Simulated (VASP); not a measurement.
# SiO2 (P6_322) in VASP: notebook

The runs below take SiO2 through single point, with PBE.

Program: VASP 6.6.1. These are calculated values, not measurements. Logs are shortened: lines on timing, memory, paths and dates and some standing lists are left out, and cuts for length are marked.

## Step 1: The cell of the first run

It takes space group P6_322 (No. 182, hexagonal). The conventional cell has a = 5.099 Å, b = 5.099 Å, c = 8.629 Å, α = 90.00°, β = 90.00°, γ = 120.00°. Within 2.1 Å of Si (site symmetry 3) lie 4 O at 1.62 Å. O (site symmetry 2) has 2 Si at 1.62 Å within 2.2 Å. Within 2.1 Å of O (site symmetry 32) lie 2 Si at 1.62 Å.

## Step 2: Single point, PBE

INCAR

```
PREC     = Accurate       # precision mode
ENCUT    = 520            # plane-wave cutoff, eV
EDIFF    = 1E-6           # SCF threshold, eV
ISMEAR   = 0              # smearing method
SIGMA    = 0.05           # smearing width, eV
LREAL    = F              # projectors in reciprocal space
LASPH    = T              # aspherical terms in the spheres
NELM     = 100            # most SCF steps
ALGO     = Normal         # electronic algorithm
ISIF     = 2              # what is computed and relaxed
LWAVE    = F              # write WAVECAR
LCHARG   = T              # write CHGCAR
GGA      = PE             # functional
LELF     = T              # ELF
LVHAR    = T            
NBANDS   = 44             # bands
```

KPOINTS

```
Automatic mesh
0
Gamma
  6 6 4
```

POSCAR

```
SiO2
1.0
    5.0993027217      0.0000000000      0.0000000000
   -2.5496513608      4.4161256986      0.0000000000
    0.0000000000      0.0000000000      8.6285743078
Si O
4 8
Direct
    0.6666666667      0.3333333333      0.9372042249
    0.6666666667      0.3333333333      0.5627957751
    0.3333333333      0.6666666667      0.0627957751
    0.3333333333      0.6666666667      0.4372042249
    1.0000000000      0.4173772812      0.0000000000
    0.4173772812      0.4173772812      0.5000000000
    0.5826227188      0.0000000000      0.5000000000
    0.5826227188      0.5826227188      0.0000000000
    0.0000000000      0.5826227188      0.5000000000
    0.6666666667      0.3333333333      0.7500000000
    0.3333333333      0.6666666667      0.2500000000
    0.4173772812      0.0000000000      0.0000000000
```

Potentials or basis: VASP PAW PBE potentials, release 64 (Si, O).

The run is started by

```
$ cat potpaw_PBE.64/Si/POTCAR potpaw_PBE.64/O/POTCAR > POTCAR
$ mpirun -np 1 vasp_std > vasp.out
```

OUTCAR:

```text
PREC = Accurate
   ENCUT = 520
   EDIFF = 1E-6
   ISMEAR = 0
   LREAL = F
   LASPH = T
   NELM = 100
   ISIF = 2
   GGA = PE

 ion  position               nearest neighbor table
   1  0.667  0.333  0.937-  10 1.62   5 1.62  12 1.62   8 1.62   3 3.14   3 3.14   3 3.14
   2  0.667  0.333  0.563-  10 1.62   7 1.62   9 1.62   6 1.62   4 3.14   4 3.14   4 3.14
   3  0.333  0.667  0.063-  11 1.62  12 1.62   5 1.62   8 1.62   1 3.14   1 3.14   1 3.14
   4  0.333  0.667  0.437-  11 1.62   9 1.62   7 1.62   6 1.62   2 3.14   2 3.14   2 3.14
   5  0.000  0.417  0.000-   1 1.62   3 1.62
   6  0.417  0.417  0.500-   4 1.62   2 1.62
   7  0.583  0.000  0.500-   2 1.62   4 1.62
   8  0.583  0.583  0.000-   1 1.62   3 1.62
   9  0.000  0.583  0.500-   4 1.62   2 1.62
  10  0.667  0.333  0.750-   1 1.62   2 1.62
  11  0.333  0.667  0.250-   3 1.62   4 1.62
  12  0.417  0.000  0.000-   3 1.62   1 1.62

  LATTYP: Found a hexagonal cell.
 ALAT       =     5.0993027217
 C/A-ratio  =     1.6921086624

  Lattice vectors:

 A1 = (   5.0993027217,   0.0000000000,   0.0000000000)
 A2 = (  -2.5496513608,   4.4161256986,   0.0000000000)
 A3 = (   0.0000000000,   0.0000000000,   8.6285743078)

Analysis of symmetry for initial positions (statically):
=====================================================================
 Subroutine PRICEL returns:
 Original cell was already a primitive cell.

 Routine SETGRP: Setting up the symmetry group for a
 hexagonal supercell.

 Subroutine GETGRP returns: Found 12 space group operations
 (whereof  6 operations were pure point group operations)
 out of a pool of 24 trial point group operations.

The static configuration has the point symmetry D_3 .
 The point group associated with its full space group is D_6 .

Analysis of symmetry for dynamics (positions and initial velocities):
=====================================================================
 Subroutine PRICEL returns:
 Original cell was already a primitive cell.

 Routine SETGRP: Setting up the symmetry group for a
 hexagonal supercell.

 Subroutine GETGRP returns: Found 12 space group operations
 (whereof  6 operations were pure point group operations)
 out of a pool of 24 trial point group operations.

The dynamic configuration has the point symmetry D_3 .
 The point group associated with its full space group is D_6 .

 Subroutine INISYM returns: Found 12 space group operations
 (whereof  6 operations are pure point group operations),
 and found     1 'primitive' translations

----------------------------------------------------------------------------------------

                                     Primitive cell

  volume of cell :     194.3083

  direct lattice vectors                    reciprocal lattice vectors
     5.099302722  0.000000000  0.000000000     0.196105243  0.113221415  0.000000000
    -2.549651361  4.416125699  0.000000000     0.000000000  0.226442830  0.000000000
     0.000000000  0.000000000  8.628574308     0.000000000  0.000000000  0.115894001

  length of vectors
     5.099302722  5.099302722  8.628574308     0.226442830  0.226442830  0.115894001

  position of ions in fractional coordinates (direct lattice)
     0.666666667  0.333333333  0.937204225
     0.666666667  0.333333333  0.562795775
     0.333333333  0.666666667  0.062795775
     0.333333333  0.666666667  0.437204225
     0.000000000  0.417377281  0.000000000
     0.417377281  0.417377281  0.500000000
     0.582622719  0.000000000  0.500000000
     0.582622719  0.582622719  0.000000000
     0.000000000  0.582622719  0.500000000
     0.666666667  0.333333333  0.750000000
     0.333333333  0.666666667  0.250000000
     0.417377281  0.000000000  0.000000000

  ion indices of the primitive-cell ions
   primitive index   ion index
                 1           1
                 2           2
                 3           3
                 4           4
                 5           5
                 6           6
                 7           7
                 8           8
                 9           9
                10          10
                11          11
                12          12

----------------------------------------------------------------------------------------

 KPOINTS: Automatic mesh

Automatic generation of k-mesh.
 Grid dimensions read from file:
 generate k-points for:    6    6    4

 Generating k-lattice:

  Cartesian coordinates                     Fractional coordinates (reciprocal lattice)
     0.032684207  0.018870236  0.000000000     0.166666667  0.000000000  0.000000000
     0.000000000  0.037740472  0.000000000     0.000000000  0.166666667  0.000000000
     0.000000000  0.000000000  0.028973500     0.000000000  0.000000000  0.250000000

  Length of vectors
     0.037740472  0.037740472  0.028973500

  Shift w.r.t. Gamma in fractional coordinates (k-lattice)
     0.000000000  0.000000000  0.000000000

 Subroutine IBZKPT returns following result:
 ===========================================

 Found     21 irreducible k-points:

 Following reciprocal coordinates:
            Coordinates               Weight
  0.000000  0.000000  0.000000      1.000000
  0.166667  0.000000  0.000000      6.000000
  0.333333 -0.000000  0.000000      6.000000
  0.500000 -0.000000  0.000000      3.000000
  0.166667  0.166667  0.000000      6.000000
  0.333333  0.166667  0.000000     12.000000
[... 13 lines left out ...]
  0.333333  0.166667  0.500000     12.000000
  0.333333  0.333333  0.500000      2.000000
   k-points           NKPTS =     21   k-points in BZ     NKDIM =     21   number of bands    NBANDS=     44
   number of dos      NEDOS =    301   number of ions     NIONS =     12
   total plane-waves  NPLWV = 102400
   dimension x,y,z NGX =    40 NGY =   40 NGZ =   64
   dimension x,y,z NGXF=    80 NGYF=   80 NGZF=  128
   ions per type =               4   8
   NGX,Y,Z   is equivalent  to a cutoff of  13.04, 13.04, 12.33 a.u.
   NGXF,Y,Z  is equivalent  to a cutoff of  26.08, 26.08, 24.66 a.u.
 SYSTEM =  unknown system
   PREC   = accura    normal or accurate (medium, high low for compatibility)
   ISTART =      0    job   : 0-new  1-cont  2-samecut
   ICHARG =      2    charge: 1-file 2-atom 10-const
   ISPIN  =      1    spin polarized calculation?
   LNONCOLLINEAR =      F non collinear calculations
   LSORBIT =      F    spin-orbit coupling
   LASPH  =      T    aspherical Exc in radial PAW
   ENCUT  =  520.0 eV  38.22 Ry    6.18 a.u.   9.48  9.48 16.04*2*pi/ulx,y,z
   NELM   =    100;   NELMIN=  2; NELMDL= -5     # of ELM steps
   EDIFF  = 0.1E-05   stopping-criterion for ELM
   LREAL  =      F    real-space projection
   EDIFFG = 0.1E-04   stopping-criterion for IOM
   NSW    =      0    number of steps for IOM
   IBRION =     -1    ionic relax: 0-MD 1-quasi-New 2-CG
   NFREE  =      0    steps in history (QN), initial steepest desc. (CG)
   ISIF   =      2    stress and relaxation
   ISYM   =      2    0-nonsym 1-usesym 2-fastsym
   POTIM  = 0.5000    time-step for ionic-motion
   TEBEG  =    0.0;   TEEND  =   0.0 temperature during run
   PSTRESS=    0.0 pullay stress
   NELECT =      64.0000    total number of electrons
   NUPDOWN=      -1.0000    fix difference up-down
   EMIN   =  10.00;   EMAX   =-10.00  energy-range for DOS
   EFERMI =   0.00;   METHOD = LEGACY
   ISMEAR =     0;   SIGMA  =   0.05  broadening in eV -4-tet -1-fermi 0-gaus
   EFERMI_NEDOS =   21; number of points for ismear=-14 and -15
   IALGO  =     38    algorithm
   IMIX   =      4    mixing-type and parameters
     AMIX     =   0.40;   BMIX     =  1.00
     AMIX_MAG =   1.60;   BMIX_MAG =  1.00
  volume/ion in A,a.u.               =      16.19       109.27
  Fermi-wavevector in a.u.,A,eV,Ry     =   1.130588  2.136502 17.391367  1.278229
  Thomas-Fermi vector in A             =   2.267285
   LORBIT       =      0    0 simple, 1 ext, 2 COOP (PROOUT), +10 PAW based schemes
   GGA     = PE    functional components
   LHFCALC =     F    Hartree Fock is set to
   AEXX    =    0.0000 exact exchange contribution
   IVDW    =     0    specifies the selected vdW correction
   LEPSILON=     F    determine dielectric tensor
   LRPA    =     F    only Hartree local field effects (RPA)
 non-spin polarized calculation
 Gauss-broadening in eV      SIGMA  =   0.05
  energy-cutoff  :      520.00
  volume of cell :      194.31
 maximum number of plane-waves:      5276
 NGX is ok and might be reduce to    40
   NGX = 19   NGY = 19   NGZ = 33

 number of electron      63.9999969 magnetization

 Free energy of the ion-electron system (eV)
  ---------------------------------------------------
  ext. energy  EPLUGINS =         0.00000000
  ---------------------------------------------------
  free energy    TOTEN  =       -94.93285424 eV

  energy without entropy =      -94.93285424  energy(sigma->0) =      -94.93285424

 E-fermi :  -0.4150     XC(G=0):  -7.7678

 val. band max:       -0.6399546731   @ k =   0.0000   0.0000   0.2500
 cond. band min:       4.8168824489   @ k =   0.0000   0.0000   0.0000
 fundamental gap:      5.4568371220
 Fermi energy:        -0.4150412916

 k-point     1 :       0.0000    0.0000    0.0000
  band No.  band energies     occupation
      1     -19.9734      2.00000
      2     -19.5815      2.00000
      3     -18.6095      2.00000
      4     -17.9826      2.00000
      5     -17.9741      2.00000
      6     -17.9741      2.00000
[... 36 lines left out ...]
     43      11.1310      0.00000
     44      11.1313      0.00000

 k-point     2 :       0.1667    0.0000    0.0000
  band No.  band energies     occupation
      1     -19.9025      2.00000
      2     -19.5032      2.00000
      3     -18.6978      2.00000
      4     -18.0869      2.00000
      5     -17.9872      2.00000
      6     -17.9838      2.00000
[... 885 lines left out ...]
 k-point    21 :       0.3333    0.3333    0.5000
  band No.  band energies     occupation
      1     -19.3324      2.00000
      2     -19.3324      2.00000
      3     -18.8703      2.00000
      4     -18.8703      2.00000
      5     -18.0066      2.00000
      6     -18.0066      2.00000
[... 36 lines left out ...]
     43      10.0667      0.00000
     44      10.0667      0.00000

------------------------ aborting loop because EDIFF is reached ----------------------------------------

  FORCE on cell =-STRESS in cart. coord.  units (eV):
  Direction    XX          YY          ZZ          XY          YZ          ZX
  --------------------------------------------------------------------------------------
  -------------------------------------------------------------------------------------
  Total        0.1026637      0.1026637      0.0743298      0.0000000      0.0000000      0.0000000
  in kB        0.8465181      0.8465181      0.6128896      0.0000000      0.0000000      0.0000000
  external PRESSURE =       0.7686419 kB  Pullay stress =       0.0000000 kB

 VOLUME and BASIS-vectors are now :
 -----------------------------------------------------------------------------
  energy-cutoff  :      520.00
  volume of cell :      194.31
      direct lattice vectors                 reciprocal lattice vectors
     5.099302722  0.000000000  0.000000000     0.196105243  0.113221415  0.000000000
    -2.549651361  4.416125699  0.000000000     0.000000000  0.226442830  0.000000000
     0.000000000  0.000000000  8.628574308     0.000000000  0.000000000  0.115894001

 POSITION                                       TOTAL-FORCE (eV/Angst)
 -----------------------------------------------------------------------------------
      2.54965      1.47204      8.08674        -0.000000     -0.000000     -0.010513
      2.54965      1.47204      4.85613        -0.000000     -0.000000      0.010513
     -0.00000      2.94408      0.54184        -0.000000     -0.000000      0.010513
     -0.00000      2.94408      3.77245        -0.000000     -0.000000     -0.010513
     -1.06417      1.84319      0.00000        -0.002722      0.004715      0.000000
      1.06417      1.84319      4.31429         0.002722      0.004715      0.000000
      2.97097      0.00000      4.31429        -0.005445     -0.000000      0.000000
      1.48548      2.57294      0.00000        -0.002722     -0.004715      0.000000
     -1.48548      2.57294      4.31429         0.002722     -0.004715      0.000000
      2.54965      1.47204      6.47143        -0.000000     -0.000000      0.000000
     -0.00000      2.94408      2.15714        -0.000000     -0.000000      0.000000
      2.12833      0.00000      0.00000         0.005445     -0.000000      0.000000
 -----------------------------------------------------------------------------------
    total drift:                               -0.000001      0.000000      0.000000

  FREE ENERGIE OF THE ION-ELECTRON SYSTEM (eV)
  ---------------------------------------------------
  free  energy   TOTEN  =       -94.9328542440 eV

  energy  without entropy=      -94.9328542440  energy(sigma->0) =      -94.93285424
```

It took 2.8 min on 1 thread of AMD EPYC 7R13 (Zen 3), shared host; peak memory 0.33 GiB.

What came out:

```yaml
Free_energy: -94.9329 eV
Pressure: 0.1 GPa
Largest_force: 0.011 eV/Å
Band_gap_on_the_k_mesh: 5.46 eV, indirect (least direct gap 5.51 eV)
```

Forces on the atoms (eV/Å):
```
Si   0.000  0.000 -0.011
Si   0.000  0.000  0.011
Si   0.000  0.000  0.011
Si   0.000  0.000 -0.011
O   -0.003  0.005  0.000
O    0.003  0.005  0.000
O   -0.005  0.000  0.000
O   -0.003 -0.005  0.000
O    0.003 -0.005  0.000
O    0.000  0.000  0.000
O    0.000  0.000  0.000
O    0.005  0.000  0.000
```

A k mesh can miss the band edges.

## Step 3: Single point, PBE

This run uses another cell than the first one, of 11.68 Å³/atom, 0.721 times its volume.

INCAR

```
SYSTEM = SiO2
ALGO     = Normal         ! electronic algorithm
EDIFF    = 1E-7           ! SCF threshold, eV
ENCUT    = 520            ! plane-wave cutoff, eV
GGA      = PE             ! functional
ISIF     = 2              ! what is computed and relaxed
ISMEAR   = 0              ! smearing method
LASPH    = .True.         ! aspherical terms in the spheres
LCHARG   = .True.         ! write CHGCAR
LELF     = .True.         ! ELF
LREAL    = .False.        ! projectors in reciprocal space
LVHAR    = .True.       
LWAVE    = .False.        ! write WAVECAR
NBANDS   = 44             ! bands
NELM     = 100            ! most SCF steps
PREC     = Accurate       ! precision mode
SIGMA    = 0.02           ! smearing width, eV
```

KPOINTS

```
k-points
0
Gamma
  6 6 4
  0 0 0
```

POSCAR

```
SiO2
1.0
    4.4240184310      0.0000000000      0.0000000000
   -2.2120092155      3.8313123481      0.0000000000
    0.0000000000      0.0000000000      8.2667671606
Si O
4 8
Direct
    0.6666666667      0.3333333333      0.9376344218
    0.6666666667      0.3333333333      0.5623655782
    0.3333333333      0.6666666667      0.0623655782
    0.3333333333      0.6666666667      0.4376344218
    0.0000000000      0.3216976799      0.0000000000
    0.3216976799      0.3216976799      0.5000000000
    0.6783023201      0.0000000000      0.5000000000
    0.6783023201      0.6783023201      0.0000000000
    0.0000000000      0.6783023201      0.5000000000
    0.6666666667      0.3333333333      0.7500000000
    0.3333333333      0.6666666667      0.2500000000
    0.3216976799      0.0000000000      0.0000000000
```

Potentials or basis: VASP PAW PBE potentials, release 64 (Si, O).

The run is started by

```
$ cat potpaw_PBE.64/Si/POTCAR potpaw_PBE.64/O/POTCAR > POTCAR
$ mpirun -np 1 vasp_std > vasp.out
```

It took 3.2 min on 1 thread of Intel Xeon 6975P-C, shared host; peak memory 0.31 GiB.

The run converged. Its results:

| Property | Result |
| --- | --- |
| Free energy | -91.4838 eV |
| Pressure | 30.4 GPa |
| Largest force | 0.057 eV/Å |
| Band gap on the k mesh | 5.86 eV, indirect (least direct gap 6.03 eV) |

Forces in eV/Å, atoms in the order of the input:
```
Si   0.000  0.000 -0.057
Si   0.000  0.000  0.057
Si   0.000  0.000  0.057
Si   0.000  0.000 -0.057
O    0.013 -0.023  0.000
O   -0.013 -0.023  0.000
O    0.026  0.000  0.000
O    0.013  0.023  0.000
O   -0.013  0.023  0.000
O    0.000  0.000  0.000
O    0.000  0.000  0.000
O   -0.026  0.000  0.000
```

Stress tensor (GPa, compression positive):
```
30.50  0.00  0.00
 0.00 30.50  0.00
 0.00  0.00 30.26
```

Levels at points of the mesh, in eV from the valence-band top:
| k point | band 28 | band 29 | band 30 | band 31 | band 32 | band 33 | band 34 | band 35 | band 36 | band 37 |
| --- | --- | --- | --- | --- | --- | --- | --- | --- | --- | --- |
| (0.00, 0.00, 0.00) | -1.40 | -0.42 | -0.42 | -0.17 | -0.17 | 5.86 | 8.48 | 8.77 | 10.09 | 10.09 |
| (0.50, 0.00, 0.00) | -1.37 | -1.07 | -0.97 | -0.79 | -0.30 | 8.27 | 9.12 | 9.34 | 9.42 | 9.84 |
| (0.00, 0.00, 0.50) | -1.39 | -0.53 | -0.53 | -0.01 | -0.01 | 6.77 | 6.77 | 9.79 | 9.79 | 10.24 |
| (0.50, 0.00, 0.50) | -1.28 | -0.88 | -0.88 | -0.70 | -0.70 | 8.66 | 8.66 | 9.47 | 9.47 | 9.86 |

A k mesh can miss the band edges.

## Step 4: Single point, PBE

This run uses another cell than the first one, of 11.68 Å³/atom, 0.721 times its volume.

INCAR

```
PREC     = Accurate       # precision mode
ENCUT    = 520            # plane-wave cutoff, eV
EDIFF    = 1E-6           # SCF threshold, eV
ISMEAR   = 0              # smearing method
SIGMA    = 0.02           # smearing width, eV
LREAL    = F              # projectors in reciprocal space
LASPH    = T              # aspherical terms in the spheres
NELM     = 60             # most SCF steps
ALGO     = Normal         # electronic algorithm
ISIF     = 2              # what is computed and relaxed
LWAVE    = F              # write WAVECAR
LCHARG   = F              # write CHGCAR
GGA      = PE             # functional
NBANDS   = 44             # bands
```

KPOINTS

```
regular mesh
0
Gamma
  6 6 4
```

POSCAR is that of step 3.

The run is started by

```
$ cat potpaw_PBE.64/Si/POTCAR potpaw_PBE.64/O/POTCAR > POTCAR
$ mpirun -np 1 vasp_std > vasp.out
```

Run time: 2.7 min. Hardware: 1 thread of Intel Xeon 6975P-C, shared host; peak memory 0.3 GiB.

Results (log left out):

```yaml
Free_energy: -91.4838 eV
Pressure: 30.4 GPa
Largest_force: 0.057 eV/Å
Band_gap_on_the_k_mesh: 5.86 eV, indirect (least direct gap 6.03 eV)
```

Forces on the atoms (eV/Å):
```
Si   0.000  0.000 -0.057
Si   0.000  0.000  0.057
Si   0.000  0.000  0.057
Si   0.000  0.000 -0.057
O    0.013 -0.023  0.000
O   -0.013 -0.023  0.000
O    0.026  0.000  0.000
O    0.013  0.023  0.000
O   -0.013  0.023  0.000
O    0.000  0.000  0.000
O    0.000  0.000  0.000
O   -0.026  0.000  0.000
```

Stress tensor (GPa, compression positive):
```
30.50  0.00  0.00
 0.00 30.50  0.00
 0.00  0.00 30.26
```

Levels at points of the mesh, in eV from the valence-band top:
```csv
k point,band 30,band 31,band 32,band 33,band 34,band 35
"(0.00, 0.00, 0.00)",-0.42,-0.17,-0.17,5.86,8.48,8.77
"(0.50, 0.00, 0.00)",-0.97,-0.79,-0.30,8.27,9.12,9.34
"(0.00, 0.00, 0.50)",-0.53,-0.01,-0.01,6.77,6.77,9.79
"(0.50, 0.00, 0.50)",-0.88,-0.70,-0.70,8.66,8.66,9.47
```

A k mesh can miss the band edges.

[end of part 1 of 2]
